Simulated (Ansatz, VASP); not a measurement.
**Zr in VASP and in Ansatz**

File INCAR:

```
PREC = Accurate
ENCUT = 600
EDIFF = 1E-6
ISMEAR = -1
SIGMA = 0.1
LREAL = F
LASPH = T
NELM = 80
ALGO = Normal
ISIF = 3
LWAVE = F
LCHARG = F
GGA = PE
IBRION = 2
NSW = 80
EDIFFG = -0.01
```

File KPOINTS:

```
Automatic mesh
0
Gamma
  9 9 9
```

POSCAR

```
Zr
1.0
    0.0000000000      3.1558057739      3.1558057739
    3.1558057739      0.0000000000      3.1558057739
    3.1558057739      3.1558057739      0.0000000000
Zr
2
Direct
    0.1250000000      0.1250000000      0.1250000000
    0.8750000000      0.8750000000      0.8750000000
```

Input for Ansatz:

```yaml
crystal:
  lattice:
    - [0.0, 3.1558057739, 3.1558057739]
    - [3.1558057739, 0.0, 3.1558057739]
    - [3.1558057739, 3.1558057739, 0.0]
  atoms:
    - { symbol: Zr, position: [0.125, 0.125, 0.125] }
    - { symbol: Zr, position: [0.875, 0.875, 0.875] }
hamiltonian:
  xc: pbe
  pseudopotentials:
    kind: paw
    azcp:
      Zr: "pseudopotentials/Zr.paw.azcp"
basis:
  ecutwfc: 420
  fft_grid_basis: typed
kpoints:
  mp_grid: { grid: [9, 9, 9], shift: [0, 0, 0] }
magnetization:
  spin_polarized: false
scf:
  occupations: { method: fermi_dirac, width: 0.1 }
relax:
  max_steps: 60
  f_tol: 0.01
  cell: {}
```

Alike in both runs: task relaxation of cell and atoms; functional PBE; k mesh 9 × 9 × 9; occupations fermi-dirac, width 0.1 eV; no spin polarisation.

|  | VASP | Ansatz |
| --- | --- | --- |
| version | VASP 6.6.1 | Ansatz 0.2.0 |
| potentials or method | VASP PAW PBE potentials, release 64 (Zr_sv), cutoff 600 eV | plane waves (420 eV) with PAW, scalar-relativistic |
| valence electrons in the cell | 24 | 24 |

|  | VASP | Ansatz | Ansatz less VASP |
| --- | --- | --- | --- |
| relaxed volume (Å³/atom) | 31.17 | 31.09 | -0.081 |
| relaxed cell length with the largest relative difference (Å) | 4.451 | 4.447 | -0.0039 |
